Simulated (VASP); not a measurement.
# Li2Pd (P6/mmm) in VASP: notebook

The runs below take Li2Pd through electric field gradients, with LDA.

Everything below comes from runs of VASP 6.6.1. Logs are shortened: lines on timing, memory, paths and dates and some standing lists are left out, and cuts for length are marked.

## Step 1: The cell of the first run

It takes space group P6/mmm (No. 191, hexagonal). The conventional cell has a = 4.142 Å, b = 4.142 Å, c = 2.732 Å, α = 90.00°, β = 90.00°, γ = 120.00°. Li (site symmetry -6m2) has 5 Li at 2.39 to 2.73 Å and 6 Pd at 2.75 Å within 3.2 Å. Within 3.6 Å of Pd (site symmetry 6/mmm) lie 2 Pd at 2.73 Å and 12 Li at 2.75 Å.

## Step 2: Electric field gradients, LDA (equal xx and yy strain of -2 %)

Contents of INCAR:

```
ALGO     = Normal         # electronic algorithm
EDIFF    = 1E-8           # SCF threshold, eV
ENCUT    = 520            # plane-wave cutoff, eV
ISIF     = 2              # what is computed and relaxed
ISMEAR   = -1             # smearing method
LASPH    = T              # aspherical terms in the spheres
LCHARG   = F              # write CHGCAR
LEFG     = T            
LREAL    = F              # projectors in reciprocal space
LWAVE    = F              # write WAVECAR
NBANDS   = 15             # bands
NELM     = 80             # most SCF steps
PREC     = Accurate       # precision mode
SIGMA    = 0.08           # smearing width, eV
```

Contents of KPOINTS:

```
k-points
0
Gamma
  11 11 15
```

Contents of POSCAR:

```
Li2Pd
1.0
    4.1421661807      0.0000000000      0.0000000000
   -2.0710830904      3.5872211392      0.0000000000
    0.0000000000      0.0000000000      2.7319000000
Li Pd
2 1
Direct
    0.3333333333      0.6666666667      0.5000000000
    0.6666666667      0.3333333333      0.5000000000
    0.0000000000      0.0000000000      0.0000000000
```

Potentials or basis: VASP PAW LDA potentials, release 64 (Li_sv, Pd).

The run is started by

```bash
$ cat potpaw_LDA.64/Li_sv/POTCAR potpaw_LDA.64/Pd/POTCAR > POTCAR
$ mpirun -np 1 vasp_std > vasp.out
```

OUTCAR:

```text
EDIFF = 1E-8
   ENCUT = 520
   ISIF = 2
   ISMEAR = -1
   LASPH = T
   LREAL = F
   NELM = 80
   PREC = Accurate

 ion  position               nearest neighbor table
   1  0.333  0.667  0.500-   2 2.39   2 2.39   2 2.39   3 2.75   3 2.75   3 2.75   3 2.75   3 2.75
                             3 2.75
   2  0.667  0.333  0.500-   1 2.39   1 2.39   1 2.39   3 2.75   3 2.75   3 2.75   3 2.75   3 2.75
                             3 2.75
   3  0.000  0.000  0.000-   1 2.75   2 2.75   1 2.75   2 2.75   2 2.75   2 2.75   1 2.75   1 2.75
                             2 2.75   2 2.75   1 2.75   1 2.75

  LATTYP: Found a hexagonal cell.
 ALAT       =     4.1421661807
 C/A-ratio  =     0.6595341377

  Lattice vectors:

 A1 = (   4.1421661807,   0.0000000000,   0.0000000000)
 A2 = (  -2.0710830904,   3.5872211392,   0.0000000000)
 A3 = (   0.0000000000,   0.0000000000,   2.7319000000)

Analysis of symmetry for initial positions (statically):
=====================================================================
 Subroutine PRICEL returns:
 Original cell was already a primitive cell.

 Routine SETGRP: Setting up the symmetry group for a
 hexagonal supercell.

 Subroutine GETGRP returns: Found 24 space group operations
 (whereof 24 operations were pure point group operations)
 out of a pool of 24 trial point group operations.

The static configuration has the point symmetry D_6h.

Analysis of symmetry for dynamics (positions and initial velocities):
=====================================================================
 Subroutine PRICEL returns:
 Original cell was already a primitive cell.

 Routine SETGRP: Setting up the symmetry group for a
 hexagonal supercell.

 Subroutine GETGRP returns: Found 24 space group operations
 (whereof 24 operations were pure point group operations)
 out of a pool of 24 trial point group operations.

The dynamic configuration has the point symmetry D_6h.

 Subroutine INISYM returns: Found 24 space group operations
 (whereof 24 operations are pure point group operations),
 and found     1 'primitive' translations

----------------------------------------------------------------------------------------

                                     Primitive cell

  volume of cell :      40.5929

[... 149 lines left out ...]
      3      -0.5337      2.00000
      4       0.9899      2.00000
      5       1.6706      2.00000
      6       1.6706      2.00000
      7       3.5242      2.00000
      8       3.5242      2.00000
      9       9.0487      0.00000
     10       9.0487      0.00000
     11      10.4433      0.00000
     12      10.4433      0.00000
     13      14.1223      0.00000
     14      15.5610      0.00000
[... 401 lines left out ...]
      2     -40.0480      2.00000
      3      -0.0462      2.00000
      4       1.1964      2.00000
      5       1.7015      2.00000
      6       2.0283      2.00000
      7       3.3282      2.00000
      8       3.3657      2.00000
      9       6.2727      0.00000
     10       7.0436      0.00000
     11      12.1320      0.00000
     12      13.1304      0.00000
     13      15.2999      0.00000
     14      15.6549      0.00000
     15      17.9312      0.00000

 [... further k-points ...]

------------------------ aborting loop because EDIFF is reached ----------------------------------------

  FORCE on cell =-STRESS in cart. coord.  units (eV):
  Direction    XX          YY          ZZ          XY          YZ          ZX
  --------------------------------------------------------------------------------------
  -------------------------------------------------------------------------------------
  Total       -0.4662753     -0.4662753     -1.6054989      0.0000000      0.0000000      0.0000000
  in kB      -18.4035890    -18.4035890    -63.3680205      0.0000000      0.0000000      0.0000000
  external PRESSURE =     -33.3917329 kB  Pullay stress =       0.0000000 kB

 VOLUME and BASIS-vectors are now :
 -----------------------------------------------------------------------------
  energy-cutoff  :      520.00
  volume of cell :       40.59
      direct lattice vectors                 reciprocal lattice vectors
     4.142166181  0.000000000  0.000000000     0.241419575  0.139383657  0.000000000
    -2.071083090  3.587221139  0.000000000     0.000000000  0.278767314  0.000000000
     0.000000000  0.000000000  2.731900000     0.000000000  0.000000000  0.366045609

 POSITION                                       TOTAL-FORCE (eV/Angst)
 -----------------------------------------------------------------------------------
     -0.00000      2.39148      1.36595         0.000000     -0.000000      0.000000
      2.07108      1.19574      1.36595        -0.000000      0.000000     -0.000000
      0.00000      0.00000      0.00000        -0.000000      0.000000      0.000000
 -----------------------------------------------------------------------------------
    total drift:                                0.000000     -0.000000     -0.000000

  FREE ENERGIE OF THE ION-ELECTRON SYSTEM (eV)
  ---------------------------------------------------
  free  energy   TOTEN  =       -11.6769187753 eV

  energy  without entropy=      -11.6628677620  energy(sigma->0) =      -11.66989327

 Electric field gradients (V/A^2)
---------------------------------------------------------------------
 ion       V_xx      V_yy      V_zz      V_xy      V_xz      V_yz
---------------------------------------------------------------------
   1       0.053     0.050    -0.104    -0.003     0.000    -0.000
   2       0.053     0.050    -0.104    -0.003     0.000     0.000
   3      43.482    43.483   -86.965     0.001    -0.000     0.000
---------------------------------------------------------------------

 Electric field gradients after diagonalization (V/A^2)
 (convention: |V_zz| > |V_xx| > |V_yy|)
----------------------------------------------------------------------
 ion       V_xx      V_yy      V_zz     asymmetry (V_yy - V_xx)/ V_zz
----------------------------------------------------------------------
   1       0.055     0.049    -0.104       0.059
   2       0.055     0.049    -0.104       0.059
   3      43.484    43.482   -86.965       0.000
----------------------------------------------------------------------

           NMR quadrupolar parameters

 Cq : quadrupolar parameter    Cq=e*Q*V_zz/h
 eta: asymmetry parameters     (V_yy - V_xx)/ V_zz
 Q  : nuclear electric quadrupole moment in mb (millibarn)
----------------------------------------------------------------------
 ion       Cq(MHz)       eta       Q (mb)
----------------------------------------------------------------------
   1      -0.000       0.059       1.000
   2      -0.000       0.059       1.000
   3      -0.210       0.000       1.000
----------------------------------------------------------------------
```

It took 53 s on 1 thread of Intel Xeon 8259CL, shared host; peak memory 0.19 GiB.

Results:

```yaml
Free_energy: -11.6769 eV
Band_gap_on_the_k_mesh: zero (bands 8 and 9 overlap by 2.29 eV)
Largest_electric_field_gradient_by_atom: Li -0.1; Pd -87.0 V/Å²
```

Levels at points of the mesh, in eV from the Fermi level:
```tsv
k point	band 6	band 7	band 8	band 9	band 10	band 11
(0.00, 0.00, 0.00)	-2.98	-1.13	-1.13	4.39	4.39	5.79
```

Electric field gradients, principal values (V/Å²):
```
atom   least  middle  greatest (by size)
1 Li   0.049   0.055              -0.104
2 Li   0.049   0.055              -0.104
3 Pd  43.482  43.484             -86.965
```

Caveat: the cell differs from its parent crystal (equal xx and yy strain of -2 %); the cutoff is under 1.25 times the usual one of these potentials, so pressure, stress and relaxed cells hold a basis-set (Pulay) error; without QUAD_EFG the Cq values of the log hold for a quadrupole moment of 1 mb, not for the nuclei.

## Step 3: Electric field gradients, LDA (equal xx and yy strain of -1 %)

Contents of INCAR:

```
  ALGO = Normal
  EDIFF = 1E-8
  ENCUT = 520
  ISIF = 2
  ISMEAR = -1
  LASPH = True
  LCHARG = False
  LEFG = True
  LREAL = False
  LWAVE = False
  NBANDS = 15
  NELM = 60
  PREC = Accurate
  SIGMA = 0.08
```

KPOINTS is that of step 2.

Contents of POSCAR:

```
Li2Pd
1.0
    4.1844331826      0.0000000000      0.0000000000
   -2.0922165913      3.6238254366      0.0000000000
    0.0000000000      0.0000000000      2.7319000000
Li Pd
2 1
Direct
    0.3333333333      0.6666666667      0.5000000000
    0.6666666667      0.3333333333      0.5000000000
    0.0000000000      0.0000000000      0.0000000000
```

Potentials or basis: VASP PAW LDA potentials, release 64 (Li_sv, Pd).

The run is started by

```bash
$ cat potpaw_LDA.64/Li_sv/POTCAR potpaw_LDA.64/Pd/POTCAR > POTCAR
$ mpirun -np 1 vasp_std > vasp.out
```

OUTCAR:

```text
EDIFF = 1E-8
   ENCUT = 520
   ISIF = 2
   ISMEAR = -1
   LASPH = True
   LREAL = False
   NELM = 60
   PREC = Accurate

 ion  position               nearest neighbor table
   1  0.333  0.667  0.500-   2 2.42   2 2.42   2 2.42   3 2.78   3 2.78   3 2.78   3 2.78   3 2.78
                             3 2.78
   2  0.667  0.333  0.500-   1 2.42   1 2.42   1 2.42   3 2.78   3 2.78   3 2.78   3 2.78   3 2.78
                             3 2.78
   3  0.000  0.000  0.000-   1 2.78   2 2.78   1 2.78   2 2.78   2 2.78   2 2.78   1 2.78   1 2.78
                             2 2.78   2 2.78   1 2.78   1 2.78

  LATTYP: Found a hexagonal cell.
 ALAT       =     4.1844331826
 C/A-ratio  =     0.6528721767

  Lattice vectors:

 A1 = (   4.1844331826,   0.0000000000,   0.0000000000)
 A2 = (  -2.0922165913,   3.6238254366,   0.0000000000)
 A3 = (   0.0000000000,   0.0000000000,   2.7319000000)

Analysis of symmetry for initial positions (statically):
=====================================================================
 Subroutine PRICEL returns:
 Original cell was already a primitive cell.

 Routine SETGRP: Setting up the symmetry group for a
 hexagonal supercell.

 Subroutine GETGRP returns: Found 24 space group operations
 (whereof 24 operations were pure point group operations)
 out of a pool of 24 trial point group operations.

The static configuration has the point symmetry D_6h.

Analysis of symmetry for dynamics (positions and initial velocities):
=====================================================================
 Subroutine PRICEL returns:
 Original cell was already a primitive cell.

[... 592 lines left out ...]
     13      14.9629      0.00000
     14      15.5328      0.00000
     15      17.4912      0.00000

 [... further k-points ...]

------------------------ aborting loop because EDIFF is reached ----------------------------------------

  FORCE on cell =-STRESS in cart. coord.  units (eV):
  Direction    XX          YY          ZZ          XY          YZ          ZX
  --------------------------------------------------------------------------------------
  -------------------------------------------------------------------------------------
  Total       -0.7531854     -0.7531854     -1.7278700      0.0000000      0.0000000      0.0000000
  in kB      -29.1302220    -29.1302220    -66.8271489      0.0000000      0.0000000      0.0000000
  external PRESSURE =     -41.6958643 kB  Pullay stress =       0.0000000 kB

 VOLUME and BASIS-vectors are now :
 -----------------------------------------------------------------------------
  energy-cutoff  :      520.00
  volume of cell :       41.43
      direct lattice vectors                 reciprocal lattice vectors
     4.184433183  0.000000000  0.000000000     0.238980994  0.137975741  0.000000000
    -2.092216591  3.623825437  0.000000000     0.000000000  0.275951482  0.000000000
     0.000000000  0.000000000  2.731900000     0.000000000  0.000000000  0.366045609

 POSITION                                       TOTAL-FORCE (eV/Angst)
 -----------------------------------------------------------------------------------
     -0.00000      2.41588      1.36595         0.000000      0.000000      0.000000
      2.09222      1.20794      1.36595        -0.000000     -0.000000     -0.000000
      0.00000      0.00000      0.00000         0.000000      0.000000      0.000000
 -----------------------------------------------------------------------------------
    total drift:                                0.000000     -0.000000     -0.000000

  FREE ENERGIE OF THE ION-ELECTRON SYSTEM (eV)
  ---------------------------------------------------
  free  energy   TOTEN  =       -11.6652969799 eV

  energy  without entropy=      -11.6510409084  energy(sigma->0) =      -11.65816894

 Electric field gradients (V/A^2)
---------------------------------------------------------------------
 ion       V_xx      V_yy      V_zz      V_xy      V_xz      V_yz
---------------------------------------------------------------------
   1       0.019     0.016    -0.034    -0.002     0.000    -0.000
   2       0.019     0.016    -0.034    -0.002     0.000    -0.000
   3      41.888    41.889   -83.777     0.000    -0.000     0.000
---------------------------------------------------------------------

 Electric field gradients after diagonalization (V/A^2)
 (convention: |V_zz| > |V_xx| > |V_yy|)
----------------------------------------------------------------------
 ion       V_xx      V_yy      V_zz     asymmetry (V_yy - V_xx)/ V_zz
----------------------------------------------------------------------
   1       0.020     0.014    -0.034       0.160
   2       0.020     0.014    -0.034       0.160
   3      41.889    41.888   -83.777       0.000
----------------------------------------------------------------------

           NMR quadrupolar parameters

 Cq : quadrupolar parameter    Cq=e*Q*V_zz/h
 eta: asymmetry parameters     (V_yy - V_xx)/ V_zz
 Q  : nuclear electric quadrupole moment in mb (millibarn)
----------------------------------------------------------------------
 ion       Cq(MHz)       eta       Q (mb)
----------------------------------------------------------------------
   1      -0.000       0.160       1.000
   2      -0.000       0.160       1.000
   3      -0.203       0.000       1.000
----------------------------------------------------------------------
```

OSZICAR:

```text
N       E                     dE             d eps       ncg     rms          rms(c)
DAV:   1     0.767684104273E+02    0.76768E+02   -0.70286E+03  3840   0.108E+03
DAV:   2    -0.441243950912E+01   -0.81181E+02   -0.73132E+02  4575   0.240E+02
DAV:   3    -0.119400483624E+02   -0.75276E+01   -0.73658E+01  7323   0.483E+01
DAV:   4    -0.120492088481E+02   -0.10916E+00   -0.10907E+00  4373   0.832E+00
DAV:   5    -0.120509640066E+02   -0.17552E-02   -0.17551E-02  5612   0.816E-01    0.523E+00
DAV:   6    -0.118314387503E+02    0.21953E+00   -0.18131E+00  4281   0.131E+01    0.220E+00
DAV:   7    -0.116774342605E+02    0.15400E+00   -0.30549E-01  4197   0.551E+00    0.713E-01
DAV:   8    -0.116666185070E+02    0.10816E-01   -0.15408E-02  5675   0.771E-01    0.329E-01
DAV:   9    -0.116652730082E+02    0.13455E-02   -0.56729E-03  4990   0.670E-01    0.771E-02
DAV:  10    -0.116653002964E+02   -0.27288E-04   -0.13483E-04  4970   0.106E-01    0.171E-02
DAV:  11    -0.116652970600E+02    0.32363E-05   -0.18476E-05  5059   0.411E-02    0.327E-03
DAV:  12    -0.116652969722E+02    0.87829E-07   -0.57564E-07  5034   0.666E-03    0.328E-04
DAV:  13    -0.116652969799E+02   -0.76368E-08   -0.42479E-08  5168   0.135E-03
   1 F= -.11665297E+02 E0= -.11658169E+02  d E =-.142561E-01
```

stdout:

```text
POSCAR found type information on POSCAR LiPd
 POSCAR found :  2 types and       3 ions
 scaLAPACK will be used
 LDA part: xc-table for (Slater(with rela. corr.)+CA(PZ))
 , standard interpolation
 POSCAR, INCAR and KPOINTS ok, starting setup
 FFT: planning ... GRIDC
 FFT: planning ... GRID_SOFT
 FFT: planning ... GRID
 WAVECAR not read
 entering main loop
ion   1

ion   2

ion   3
```

It took 54 s on 1 thread of Intel Xeon 8259CL, shared host; peak memory 0.19 GiB.

Results:

```yaml
Free_energy: -11.6653 eV
Band_gap_on_the_k_mesh: zero (bands 8 and 9 overlap by 2.29 eV)
Largest_electric_field_gradient_by_atom: Li -0.0; Pd -83.8 V/Å²
```

Electric field gradients, principal values (V/Å²):
```tsv
atom	least	middle	greatest (by size)
1 Li	0.014	0.020	-0.034
2 Li	0.014	0.020	-0.034
3 Pd	41.888	41.889	-83.777
```

Caveat: the cell differs from its parent crystal (equal xx and yy strain of -1 %); the cutoff is under 1.25 times the usual one of these potentials, so pressure, stress and relaxed cells hold a basis-set (Pulay) error; without QUAD_EFG the Cq values of the log hold for a quadrupole moment of 1 mb, not for the nuclei.
